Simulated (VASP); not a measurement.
Crystal: Ca2Ge3N.

```
Ca Ge N
1.0
     4.13759    0.00000    0.00000
    -2.06880    3.58326    0.00000
     0.00000    0.00000    8.21996
Ca Ge N
2 3 1
Direct
  0.00000 0.00000 0.24507
  0.00000 0.00000 0.75493
  0.33333 0.66667 0.50000
  0.66667 0.33333 0.00000
  0.66667 0.33333 0.50000
  0.33333 0.66667 0.00000
```

The cell was generated, and may not be a known phase.

- Program: VASP 6.6.1
- Task: relaxation of cell and atoms
- Functional: PBE
- Potentials or basis: VASP PAW PBE potentials, release 64 (Ca_sv, Ge_d, N)
- Cutoff: 600 eV
- k mesh: 6 × 6 × 2
- Occupations: gaussian, width 0.1 eV
- Spin: no spin polarisation

At the start: pressure 0.5 GPa; volume 20.31 Å³/atom.

Where does the relaxation end?

Over 7 steps the energy falls by 18.0 meV/atom and the volume is 20.63 Å³/atom (+1.6 %); space group P-6m2 (No. 187, to 0.1 Å) before and after.

Step by step:
| step | energy change (eV) | largest force (eV/Å) | pressure (GPa) | volume (Å³) |
| --- | --- | --- | --- | --- |
| 1 | 0.0000 | 0.7428 | 0.49 | 121.87 |
| 2 | -0.0512 | 0.5405 | 0.07 | 122.97 |
| 3 | -0.1003 | 0.1459 | -0.65 | 125.36 |
| 4 | -0.1009 | 0.1054 | -0.69 | 125.63 |
| 5 | -0.1072 | 0.0076 | 0.24 | 123.47 |
| 6 | -0.1073 | 0.0175 | 0.16 | 123.68 |
| 7 | -0.1083 | 0.0055 | 0.00 | 123.78 |

Final structure:
```yaml
crystal:
  lattice:
    - [4.13990, 0.00000, 0.00000]
    - [-2.06995, 3.58525, 0.00000]
    - [0.00000, 0.00000, 8.33931]
  atoms:
    - { symbol: Ca, position: [0.00000, 0.00000, 0.22820] }
    - { symbol: Ca, position: [0.00000, 0.00000, 0.77180] }
    - { symbol: Ge, position: [0.33333, 0.66667, 0.50000] }
    - { symbol: Ge, position: [0.66667, 0.33333, 0.00000] }
    - { symbol: Ge, position: [0.66667, 0.33333, 0.50000] }
    - { symbol: N, position: [0.33333, 0.66667, 0.00000] }
```

Caveat: the k points lie up to 0.38 Å⁻¹ apart in the final cell, too coarse for converged energies and pressures of a metal; an odd number of electrons without spin polarisation forces a metal; a magnetic or distorted state may lie lower.
